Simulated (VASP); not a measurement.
# Na (P6_3/mmc) in VASP: further runs

Runs on Na. Level: PBEsol. Tasks: single point.

All numbers are computed with VASP 6.6.1; they aren't measurements. Logs are shortened: lines on timing, memory, paths and dates and some standing lists are left out, and cuts for length are marked.

## 1. The cell of the first run

Symmetry: P6_3/mmc, No. 194, hexagonal system. The conventional cell has a = 3.824 Å, b = 3.824 Å, c = 6.062 Å, α = 90.00°, β = 90.00°, γ = 120.00°. Na (site symmetry -6m2) has 12 Na at 3.75 to 3.82 Å within 4.9 Å.

This isn't the form of Na at room conditions, which is bcc.

## 2. Single point, PBEsol (strain +0.015 along x and y, -0.015 along z)

File INCAR:

```
SYSTEM = Na
PREC = Accurate ; ENCUT = 520
EDIFF = 1E-6 ; ISMEAR = 0
SIGMA = 0.15 ; LREAL = .FALSE.
LASPH = .TRUE. ; NELM = 60
ALGO = Fast ; ISIF = 2
LWAVE = .FALSE. ; LCHARG = .TRUE.
GGA = PS ; LELF = .TRUE.
LVHAR = .TRUE. ; NBANDS = 14
```

File KPOINTS:

```
Automatic mesh
0
G
  12 12 8
  0 0 0
```

File POSCAR:

```
Na
1.0
    3.8235060126      0.0000000000      0.0000000000
   -1.9117530063      3.3112533384      0.0000000000
    0.0000000000      0.0000000000      6.0616900000
Na
2
Direct
    0.3333333333      0.6666666667      0.2500000000
    0.6666666667      0.3333333333      0.7500000000
```

Potentials or basis: VASP PAW PBE potentials, release 64 (Na_pv).

Launch:

```console
$ cat potpaw_PBE.64/Na_pv/POTCAR > POTCAR
$ mpirun -np 1 vasp_std > vasp.out
```

OUTCAR:

```text
SYSTEM = Na
   PREC = Accurate
   ENCUT = 520
   EDIFF = 1E-6
   ISMEAR = 0
   LREAL = .FALSE.
   LASPH = .TRUE.
   NELM = 60
   ISIF = 2
   GGA = PS

 ion  position               nearest neighbor table
   1  0.333  0.667  0.250-
   2  0.667  0.333  0.750-

  LATTYP: Found a hexagonal cell.
 ALAT       =     3.8235060126
 C/A-ratio  =     1.5853747791

  Lattice vectors:

 A1 = (   3.8235060126,   0.0000000000,   0.0000000000)
 A2 = (  -1.9117530063,   3.3112533384,   0.0000000000)
 A3 = (   0.0000000000,   0.0000000000,   6.0616900000)

Analysis of symmetry for initial positions (statically):
=====================================================================
 Subroutine PRICEL returns:
 Original cell was already a primitive cell.

 Routine SETGRP: Setting up the symmetry group for a
 hexagonal supercell.

 Subroutine GETGRP returns: Found 24 space group operations
 (whereof 12 operations were pure point group operations)
 out of a pool of 24 trial point group operations.

The static configuration has the point symmetry D_3d.
 The point group associated with its full space group is D_6h.

Analysis of symmetry for dynamics (positions and initial velocities):
=====================================================================
 Subroutine PRICEL returns:
 Original cell was already a primitive cell.

 Routine SETGRP: Setting up the symmetry group for a
 hexagonal supercell.

 Subroutine GETGRP returns: Found 24 space group operations
 (whereof 12 operations were pure point group operations)
 out of a pool of 24 trial point group operations.

The dynamic configuration has the point symmetry D_3d.
 The point group associated with its full space group is D_6h.

 Subroutine INISYM returns: Found 24 space group operations
 (whereof 12 operations are pure point group operations),
 and found     1 'primitive' translations

----------------------------------------------------------------------------------------

                                     Primitive cell

  volume of cell :      76.7446

  direct lattice vectors                    reciprocal lattice vectors
     3.823506013  0.000000000  0.000000000     0.261540062  0.151000225  0.000000000
    -1.911753006  3.311253338  0.000000000     0.000000000  0.302000451  0.000000000
     0.000000000  0.000000000  6.061690000     0.000000000  0.000000000  0.164970495

  length of vectors
     3.823506013  3.823506013  6.061690000     0.302000451  0.302000451  0.164970495

  position of ions in fractional coordinates (direct lattice)
     0.333333333  0.666666667  0.250000000
     0.666666667  0.333333333  0.750000000

  ion indices of the primitive-cell ions
   primitive index   ion index
                 1           1
                 2           2

----------------------------------------------------------------------------------------

 KPOINTS: Automatic mesh

Automatic generation of k-mesh.
 Grid dimensions read from file:
 generate k-points for:   12   12    8

 Generating k-lattice:

  Cartesian coordinates                     Fractional coordinates (reciprocal lattice)
     0.021795005  0.012583352  0.000000000     0.083333333 -0.000000000  0.000000000
     0.000000000  0.025166704  0.000000000     0.000000000  0.083333333  0.000000000
     0.000000000  0.000000000  0.020621312     0.000000000  0.000000000  0.125000000

  Length of vectors
     0.025166704  0.025166704  0.020621312

  Shift w.r.t. Gamma in fractional coordinates (k-lattice)
     0.000000000  0.000000000  0.000000000

 Subroutine IBZKPT returns following result:
 ===========================================

 Found     95 irreducible k-points:

 Following reciprocal coordinates:
            Coordinates               Weight
  0.000000  0.000000  0.000000      1.000000
  0.083333 -0.000000  0.000000      6.000000
  0.166667  0.000000  0.000000      6.000000
  0.250000 -0.000000  0.000000      6.000000
  0.333333 -0.000000  0.000000      6.000000
  0.416667 -0.000000  0.000000      6.000000
[... 16 lines left out ...]
  0.250000 -0.000000  0.125000     12.000000
  0.333333 -0.000000  0.125000     12.000000
 [... further k-points ...]
   k-points           NKPTS =     95   k-points in BZ     NKDIM =     95   number of bands    NBANDS=     14
   number of dos      NEDOS =    301   number of ions     NIONS =      2
   total plane-waves  NPLWV =  37632
   dimension x,y,z NGX =    28 NGY =   28 NGZ =   48
   dimension x,y,z NGXF=    56 NGYF=   56 NGZF=   96
   ions per type =               2
   NGX,Y,Z   is equivalent  to a cutoff of  12.17, 12.17, 13.16 a.u.
   NGXF,Y,Z  is equivalent  to a cutoff of  24.35, 24.35, 26.33 a.u.
 SYSTEM =  Na
   PREC   = accura    normal or accurate (medium, high low for compatibility)
   ISTART =      0    job   : 0-new  1-cont  2-samecut
   ICHARG =      2    charge: 1-file 2-atom 10-const
   ISPIN  =      1    spin polarized calculation?
   LNONCOLLINEAR =      F non collinear calculations
   LSORBIT =      F    spin-orbit coupling
   LASPH  =      T    aspherical Exc in radial PAW
   ENCUT  =  520.0 eV  38.22 Ry    6.18 a.u.   7.11  7.11 11.27*2*pi/ulx,y,z
   NELM   =     60;   NELMIN=  2; NELMDL= -5     # of ELM steps
   EDIFF  = 0.1E-05   stopping-criterion for ELM
   LREAL  =      F    real-space projection
[... 7 lines left out ...]
   TEBEG  =    0.0;   TEEND  =   0.0 temperature during run
   PSTRESS=    0.0 pullay stress
   NELECT =      14.0000    total number of electrons
   NUPDOWN=      -1.0000    fix difference up-down
   EMIN   =  10.00;   EMAX   =-10.00  energy-range for DOS
   EFERMI =   0.00;   METHOD = LEGACY
   ISMEAR =     0;   SIGMA  =   0.15  broadening in eV -4-tet -1-fermi 0-gaus
   EFERMI_NEDOS =   21; number of points for ismear=-14 and -15
   IALGO  =     68    algorithm
   IMIX   =      4    mixing-type and parameters
     AMIX     =   0.40;   BMIX     =  1.00
     AMIX_MAG =   1.60;   BMIX_MAG =  1.00
  volume/ion in A,a.u.               =      38.37       258.95
  Fermi-wavevector in a.u.,A,eV,Ry     =   0.928471  1.754555 11.729009  0.862058
  Thomas-Fermi vector in A             =   2.054651
   LORBIT       =      0    0 simple, 1 ext, 2 COOP (PROOUT), +10 PAW based schemes
   GGA     = PS    functional components
   LHFCALC =     F    Hartree Fock is set to
   AEXX    =    0.0000 exact exchange contribution
   IVDW    =     0    specifies the selected vdW correction
   LEPSILON=     F    determine dielectric tensor
   LRPA    =     F    only Hartree local field effects (RPA)
 non-spin polarized calculation
 RMM-DIIS sequential band-by-band and
 Gauss-broadening in eV      SIGMA  =   0.15
  energy-cutoff  :      520.00
  volume of cell :       76.74
 maximum number of plane-waves:      2098
   NGX = 15   NGY = 15   NGZ = 23

 number of electron      13.9999999 magnetization

 Free energy of the ion-electron system (eV)
  ---------------------------------------------------
  ext. energy  EPLUGINS =         0.00000000
  ---------------------------------------------------
  free energy    TOTEN  =        -2.80233979 eV

  energy without entropy =       -2.79346148  energy(sigma->0) =       -2.79790063

 E-fermi :   0.2037     XC(G=0):  -6.4103

 val. band max:        0.1704057059   @ k =   0.2500  -0.0000   0.2500
 cond. band min:       0.2176802467   @ k =   0.4167   0.0833   0.2500
 fundamental gap:      0.0472745407
 Fermi energy:         0.2037238630

 k-point     1 :       0.0000    0.0000    0.0000
  band No.  band energies     occupation
      1     -24.6338      2.00000
      2     -24.6047      2.00000
      3     -24.6047      2.00000
      4     -24.6000      2.00000
      5     -24.5995      2.00000
      6     -24.5995      2.00000
      7      -2.9970      2.00000
      8       0.8841      0.00000
      9       1.3204      0.00000
     10       9.7588      0.00000
     11       9.7588      0.00000
     12      10.0522      0.00000
     13      10.0522      0.00000
     14      10.4417      0.00000

 k-point     2 :       0.0833   -0.0000    0.0000
  band No.  band energies     occupation
      1     -24.6331      2.00000
      2     -24.6061      2.00000
      3     -24.6051      2.00000
      4     -24.6009      2.00000
      5     -24.6003      2.00000
      6     -24.5997      2.00000
      7      -2.8986      2.00000
      8       0.9716      0.00000
      9       1.4157      0.00000
     10       8.1428      0.00000
     11       9.0011      0.00000
     12       9.4697      0.00000
     13      10.9351      0.00000
     14      11.5502      0.00000

 k-point     3 :       0.1667    0.0000    0.0000
  band No.  band energies     occupation
      1     -24.6310      2.00000
      2     -24.6099      2.00000
      3     -24.6064      2.00000
      4     -24.6049      2.00000
      5     -24.6013      2.00000
      6     -24.6003      2.00000
      7      -2.6046      2.00000
      8       1.2346      0.00000
      9       1.6971      0.00000
     10       6.3329      0.00000
     11       8.2711      0.00000
     12       8.5479      0.00000
     13       9.7685      0.00000
     14      10.8628      0.00000

 k-point     4 :       0.2500   -0.0000    0.0000
  band No.  band energies     occupation
      1     -24.6280      2.00000
      2     -24.6152      2.00000
      3     -24.6103      2.00000
      4     -24.6081      2.00000
      5     -24.6029      2.00000
      6     -24.6012      2.00000
      7      -2.1183      2.00000
      8       1.6740      0.00000
      9       2.1435      0.00000
     10       4.6746      0.00000
     11       7.6508      0.00000
     12       7.7009      0.00000
     13       8.0801      0.00000
     14       9.6374      0.00000

 k-point     5 :       0.3333   -0.0000    0.0000
  band No.  band energies     occupation
      1     -24.6244      2.00000
      2     -24.6207      2.00000
      3     -24.6156      2.00000
      4     -24.6098      2.00000
      5     -24.6051      2.00000
      6     -24.6021      2.00000
      7      -1.4447      2.00000
      8       2.2909      0.00000
      9       2.5367      0.00000
     10       3.3979      0.00000
     11       6.5612      0.00000
[... 276 lines left out ...]
 k-point    22 :       0.1667    0.0000    0.1250
  band No.  band energies     occupation
      1     -24.6301      2.00000
      2     -24.6096      2.00000
      3     -24.6062      2.00000
      4     -24.6060      2.00000
      5     -24.6015      2.00000
      6     -24.6005      2.00000
      7      -2.5391      2.00000
      8       0.5089      0.00401
      9       2.5320      0.00000
     10       6.3913      0.00000
     11       8.3256      0.00000
     12       8.4756      0.00000
     13       9.4403      0.00000
     14      10.9166      0.00000

 k-point    23 :       0.2500   -0.0000    0.1250
  band No.  band energies     occupation
      1     -24.6276      2.00000
      2     -24.6146      2.00000
      3     -24.6113      2.00000
      4     -24.6079      2.00000
      5     -24.6030      2.00000
      6     -24.6015      2.00000
      7      -2.0533      2.00000
      8       0.9642      0.00000
      9       2.9499      0.00000
     10       4.7462      0.00000
     11       7.2480      0.00000
     12       7.7556      0.00000
     13       8.2502      0.00000
     14       9.9952      0.00000

 k-point    24 :       0.3333   -0.0000    0.1250
  band No.  band energies     occupation
      1     -24.6255      2.00000
      2     -24.6189      2.00000
      3     -24.6163      2.00000
      4     -24.6095      2.00000
      5     -24.6049      2.00000
      6     -24.6024      2.00000
      7      -1.3805      2.00000
      8       1.5839      0.00000
      9       2.9774      0.00000
     10       3.8305      0.00000
     11       5.8793      0.00000
     12       7.3199      0.00000
     13       7.3485      0.00000
     14       8.9291      0.00000

 [... further k-points ...]
[... 5 lines left out ...]
  --------------------------------------------------------------------------------------
  -------------------------------------------------------------------------------------
  Total       -0.2255318     -0.2255318     -0.1193545      0.0000000     -0.0000000      0.0000000
  in kB       -4.7083696     -4.7083696     -2.4917330      0.0000000     -0.0000000      0.0000000
  external PRESSURE =      -3.9694907 kB  Pullay stress =       0.0000000 kB

 VOLUME and BASIS-vectors are now :
 -----------------------------------------------------------------------------
  energy-cutoff  :      520.00
  volume of cell :       76.74
      direct lattice vectors                 reciprocal lattice vectors
     3.823506013  0.000000000  0.000000000     0.261540062  0.151000225  0.000000000
    -1.911753006  3.311253338  0.000000000     0.000000000  0.302000451  0.000000000
     0.000000000  0.000000000  6.061690000     0.000000000  0.000000000  0.164970495

 POSITION                                       TOTAL-FORCE (eV/Angst)
 -----------------------------------------------------------------------------------
     -0.00000      2.20750      1.51542         0.000000     -0.000000      0.000000
      1.91175      1.10375      4.54627        -0.000000      0.000000     -0.000000
 -----------------------------------------------------------------------------------
    total drift:                               -0.000000      0.000000      0.000000

  FREE ENERGIE OF THE ION-ELECTRON SYSTEM (eV)
  ---------------------------------------------------
  free  energy   TOTEN  =        -2.8023397884 eV

  energy  without entropy=       -2.7934614809  energy(sigma->0) =       -2.79790063
```

It took 35 s on 1 thread of Intel Xeon 6975P-C (Granite Rapids), shared host; peak memory 0.22 GiB.

What came out:

```yaml
Free_energy: -2.8023 eV
Pressure: -0.4 GPa
Band_gap_on_the_k_mesh: zero (bands 7 and 8 overlap by 4.14 eV)
```

Caveat: the cell differs from its parent crystal (strain +0.015 along x and y, -0.015 along z); the PAW data sets were made with another functional, which shifts forces and pressure a little.

## 3. Single point, PBEsol (strain +0.000 along x and y, +0.030 along z)

File INCAR:

```
ALGO     = Normal         # electronic algorithm
EDIFF    = 1E-7           # SCF threshold, eV
ENCUT    = 520            # plane-wave cutoff, eV
GGA      = PS             # functional
ISIF     = 2              # what is computed and relaxed
ISMEAR   = 0              # smearing method
LASPH    = T              # aspherical terms in the spheres
LCHARG   = F              # write CHGCAR
LREAL    = F              # projectors in reciprocal space
LWAVE    = F              # write WAVECAR
NBANDS   = 14             # bands
NELM     = 100            # most SCF steps
PREC     = Accurate       # precision mode
SIGMA    = 0.15           # smearing width, eV
```

File KPOINTS:

```
k-points
0
Gamma
  12 12 8
```

File POSCAR:

```
Na
1.0
    3.7670009976      0.0000000000      0.0000000000
   -1.8835004988      3.2623185600      0.0000000000
    0.0000000000      0.0000000000      6.3386200000
Na
2
Direct
    0.3333333333      0.6666666667      0.2500000000
    0.6666666667      0.3333333333      0.7500000000
```

Potentials or basis: VASP PAW PBE potentials, release 64 (Na_pv).

Launch:

```console
$ cat potpaw_PBE.64/Na_pv/POTCAR > POTCAR
$ mpirun -np 1 vasp_std > vasp.out
```

Run time: 21 s. Hardware: 1 thread of Intel Xeon 6975P-C (Granite Rapids), shared host; peak memory 0.22 GiB.

The run converged. Its results:

```yaml
Free_energy: -2.7972 eV
Pressure: -0.5 GPa
Band_gap_on_the_k_mesh: zero (bands 7 and 8 overlap by 4.28 eV)
```

Stress tensor (GPa, compression positive):
```
-0.32  0.00  0.00
 0.00 -0.32  0.00
 0.00  0.00 -0.77
```

Levels at points of the mesh, in eV from the Fermi level:
```csv
k point,band 3,band 4,band 5,band 6,band 7,band 8,band 9,band 10,band 11,band 12
"(0.00, 0.00, 0.00)",-24.82,-24.81,-24.81,-24.81,-3.17,0.43,0.75,9.95,9.95,10.11
"(0.50, 0.00, 0.00)",-24.83,-24.82,-24.82,-24.82,0.31,0.42,3.72,3.72,4.10,4.40
"(0.00, 0.00, 0.50)",-24.81,-24.81,-24.81,-24.81,-2.21,-2.21,5.05,5.05,10.51,10.51
"(0.50, 0.00, 0.50)",-24.82,-24.82,-24.82,-24.82,1.06,1.06,1.53,1.53,7.48,7.48
```

Caveat: the cell differs from its parent crystal (strain +0.000 along x and y, +0.030 along z); the PAW data sets were made with another functional, which shifts forces and pressure a little.

The gap in the log of VASP goes by the Fermi energy; the results here count the filled bands.